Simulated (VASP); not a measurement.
# B3C (Im-3m) in VASP: single point with PBE

Aim: the single point of B3C with PBE.

Everything below comes from runs of VASP 6.6.1. Logs are shortened: lines on timing, memory, paths and dates and some standing lists are left out, and cuts for length are marked.

**1. The cell of the first run**

It takes space group Im-3m (No. 229, cubic). The conventional cell has a = 3.690 Å, b = 3.690 Å, c = 3.690 Å, α = 90.00°, β = 90.00°, γ = 90.00°. B (site symmetry 4/mmm) has 4 B at 1.85 Å and 2 C at 1.85 Å within 2.4 Å. Within 2.4 Å of C (site symmetry m-3m) lie 6 B at 1.85 Å.

**2. Single point, PBE**

File INCAR:

```
  PREC = Accurate
  ENCUT = 600
  EDIFF = 1E-6
  ISMEAR = 0
  SIGMA = 0.2
  LREAL = False
  LASPH = True
  NELM = 120
  ALGO = Normal
  ISIF = 2
  LWAVE = False
  LCHARG = False
  GGA = PE
  NBANDS = 14
  GGA_COMPAT = False
```

File KPOINTS:

```
Automatic mesh
0
Gamma
  6 6 6
```

File POSCAR:

```
B3C
1.0
   -1.8452412150      1.8452412150      1.8452412150
    1.8452412150     -1.8452412150      1.8452412150
    1.8452412150      1.8452412150     -1.8452412150
B C
3 1
Direct
    0.0000000000      0.5000000000      0.5000000000
    0.5000000000      0.0000000000      0.5000000000
    0.5000000000      0.5000000000      0.0000000000
    0.0000000000      0.0000000000      0.0000000000
```

Potentials or basis: VASP PAW PBE potentials, release 64 (B, C).

The run is started by

```bash
cat potpaw_PBE.64/B/POTCAR potpaw_PBE.64/C/POTCAR > POTCAR
mpirun -np 1 vasp_std > vasp.out
```

OUTCAR:

```text
PREC = Accurate
   ENCUT = 600
   EDIFF = 1E-6
   ISMEAR = 0
   LREAL = False
   LASPH = True
   NELM = 120
   ISIF = 2
   GGA = PE

 ion  position               nearest neighbor table
   1  0.000  0.500  0.500-   2 1.85   3 1.85   4 1.85   4 1.85   3 1.85   2 1.85
   2  0.500  0.000  0.500-   1 1.85   3 1.85   4 1.85   3 1.85   4 1.85   1 1.85
   3  0.500  0.500  0.000-   1 1.85   2 1.85   4 1.85   2 1.85   1 1.85   4 1.85
   4  0.000  0.000  0.000-   1 1.85   2 1.85   3 1.85   1 1.85   2 1.85   3 1.85

  LATTYP: Found a body centered cubic cell.
 ALAT       =     3.6904824300

  Lattice vectors:

 A1 = (  -1.8452412150,   1.8452412150,   1.8452412150)
 A2 = (   1.8452412150,  -1.8452412150,   1.8452412150)
 A3 = (   1.8452412150,   1.8452412150,  -1.8452412150)

Analysis of symmetry for initial positions (statically):
=====================================================================
 Subroutine PRICEL returns:
 Original cell was already a primitive cell.

 Routine SETGRP: Setting up the symmetry group for a
 body centered cubic supercell.

 Subroutine GETGRP returns: Found 48 space group operations
 (whereof 48 operations were pure point group operations)
 out of a pool of 48 trial point group operations.

The static configuration has the point symmetry O_h .

Analysis of symmetry for dynamics (positions and initial velocities):
=====================================================================
 Subroutine PRICEL returns:
 Original cell was already a primitive cell.

 Routine SETGRP: Setting up the symmetry group for a
 body centered cubic supercell.

 Subroutine GETGRP returns: Found 48 space group operations
 (whereof 48 operations were pure point group operations)
 out of a pool of 48 trial point group operations.

The dynamic configuration has the point symmetry O_h .

 Subroutine INISYM returns: Found 48 space group operations
 (whereof 48 operations are pure point group operations),
 and found     1 'primitive' translations

----------------------------------------------------------------------------------------

                                     Primitive cell

  volume of cell :      25.1316

  direct lattice vectors                    reciprocal lattice vectors
    -1.845241215  1.845241215  1.845241215     0.000000000  0.270967284  0.270967284
     1.845241215 -1.845241215  1.845241215     0.270967284  0.000000000  0.270967284
     1.845241215  1.845241215 -1.845241215     0.270967284  0.270967284  0.000000000
[... 92 lines left out ...]
   EMIN   =  10.00;   EMAX   =-10.00  energy-range for DOS
   EFERMI =   0.00;   METHOD = LEGACY
   ISMEAR =     0;   SIGMA  =   0.20  broadening in eV -4-tet -1-fermi 0-gaus
   EFERMI_NEDOS =   21; number of points for ismear=-14 and -15
   IALGO  =     38    algorithm
   IMIX   =      4    mixing-type and parameters
     AMIX     =   0.40;   BMIX     =  1.00
     AMIX_MAG =   1.60;   BMIX_MAG =  1.00
  volume/ion in A,a.u.               =       6.28        42.40
  Fermi-wavevector in a.u.,A,eV,Ry     =   1.314164  2.483409 23.497619  1.727026
  Thomas-Fermi vector in A             =   2.444436
   LORBIT       =      0    0 simple, 1 ext, 2 COOP (PROOUT), +10 PAW based schemes
   GGA     = PE    functional components
   LHFCALC =     F    Hartree Fock is set to
   AEXX    =    0.0000 exact exchange contribution
   IVDW    =     0    specifies the selected vdW correction
   LEPSILON=     F    determine dielectric tensor
   LRPA    =     F    only Hartree local field effects (RPA)
 non-spin polarized calculation
 Gauss-broadening in eV      SIGMA  =   0.20
  energy-cutoff  :      600.00
  volume of cell :       25.13
 maximum number of plane-waves:       887
 NGX is ok and might be reduce to    28
   NGX = 13   NGY = 13   NGZ = 13

 number of electron      13.0000000 magnetization

 Free energy of the ion-electron system (eV)
  ---------------------------------------------------
  ext. energy  EPLUGINS =         0.00000000
  ---------------------------------------------------
  free energy    TOTEN  =       -23.75215901 eV

  energy without entropy =      -23.72513852  energy(sigma->0) =      -23.73864876

 E-fermi :   7.9692     XC(G=0): -12.7951

 val. band max:        7.7926500293   @ k =   0.5000   0.5000   0.1667
 cond. band min:       8.0455327661   @ k =   0.3333   0.1667   0.0000
 fundamental gap:      0.2528827367
 Fermi energy:         7.9692097357

 k-point     1 :       0.0000    0.0000    0.0000
  band No.  band energies     occupation
      1      -9.6280      2.00000
      2       4.2452      2.00000
      3       4.2452      2.00000
      4       4.2452      2.00000
      5       5.8453      2.00000
      6       5.8453      2.00000
      7       5.8453      2.00000
      8       7.0028      2.00000
      9      12.8913      0.00000
     10      12.8913      0.00000
     11      16.2943      0.00000
     12      16.2943      0.00000
     13      16.2943      0.00000
     14      20.6602      0.00000
[... 241 lines left out ...]
      1      -2.7912      2.00000
      2      -1.2821      2.00000
      3      -1.2821      2.00000
      4      -1.2821      2.00000
      5       1.7011      2.00000
      6       1.7011      2.00000
      7      10.3069      0.00000
      8      10.3069      0.00000
      9      10.3069      0.00000
     10      23.1461      0.00000
     11      23.1461      0.00000
     12      23.1461      0.00000
     13      24.0836      0.00000
     14      25.0433      0.00000

------------------------ aborting loop because EDIFF is reached ----------------------------------------

  FORCE on cell =-STRESS in cart. coord.  units (eV):
  Direction    XX          YY          ZZ          XY          YZ          ZX
  --------------------------------------------------------------------------------------
  -------------------------------------------------------------------------------------
  Total       -0.0544274     -0.0544274     -0.0544274      0.0000000     -0.0000000      0.0000000
  in kB       -3.4698338     -3.4698338     -3.4698338      0.0000000     -0.0000000      0.0000000
  external PRESSURE =      -3.4698338 kB  Pullay stress =       0.0000000 kB

 VOLUME and BASIS-vectors are now :
 -----------------------------------------------------------------------------
  energy-cutoff  :      600.00
  volume of cell :       25.13
      direct lattice vectors                 reciprocal lattice vectors
    -1.845241215  1.845241215  1.845241215     0.000000000  0.270967284  0.270967284
     1.845241215 -1.845241215  1.845241215     0.270967284  0.000000000  0.270967284
     1.845241215  1.845241215 -1.845241215     0.270967284  0.270967284  0.000000000

 POSITION                                       TOTAL-FORCE (eV/Angst)
 -----------------------------------------------------------------------------------
      1.84524      0.00000      0.00000         0.000000      0.000000     -0.000000
      0.00000      1.84524      0.00000        -0.000000      0.000000     -0.000000
      0.00000      0.00000      1.84524        -0.000000     -0.000000      0.000000
      0.00000      0.00000      0.00000        -0.000000      0.000000      0.000000
 -----------------------------------------------------------------------------------
    total drift:                                0.000000     -0.000000     -0.000000

  FREE ENERGIE OF THE ION-ELECTRON SYSTEM (eV)
  ---------------------------------------------------
  free  energy   TOTEN  =       -23.7521590058 eV

  energy  without entropy=      -23.7251385214  energy(sigma->0) =      -23.73864876
```

stdout:

```text
POSCAR found type information on POSCAR B C
 POSCAR found :  2 types and       4 ions
 scaLAPACK will be used
 LDA part: xc-table for (Slater+PW92), standard interpolation
 POSCAR, INCAR and KPOINTS ok, starting setup
 FFT: planning ... GRIDC
 FFT: planning ... GRID_SOFT
 FFT: planning ... GRID
 WAVECAR not read
 entering main loop
```

It took 8.2 s on 1 thread of AMD EPYC 9R45 (Zen 5), shared host; peak memory 0.11 GiB.

What came out:

- Free energy: -23.7522 eV
- Pressure: -0.3 GPa

Caveat: the k points lie up to 0.40 Å⁻¹ apart.
